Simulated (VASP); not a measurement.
The system is Se.

```
Se
1.0
    -1.40380    1.40380    1.40380
     1.40380   -1.40380    1.40380
     1.40380    1.40380   -1.40380
Se
1
Cartesian
  0.0000 0.0000 0.0000
```

Base run:

```yaml
Program: VASP 6.6.1
Functional: PBEsol
Potentials_or_basis: VASP PAW PBE potentials, release 64 (Se)
Cutoff: 500 eV
k_mesh: 13 × 13 × 13
Occupations: gaussian, width 0.25 eV
Spin: no spin polarisation
```

Its results: band gap on the k mesh zero (band 3 reaches 22.86 eV, above the bottom of band 4 at 7.63 eV); pressure 164.0 GPa.

**Question.** The run is repeated on the same cell with these changes: occupations from gaussian, width 0.25 eV to gaussian, width 0.05 eV. What comes out?

**Answer.** Band gap on the k mesh zero (band 3 reaches 22.86 eV, above the bottom of band 4 at 7.63 eV); pressure 163.5 GPa.

Caveats: the PAW data sets were made with another functional, which shifts forces and pressure a little.
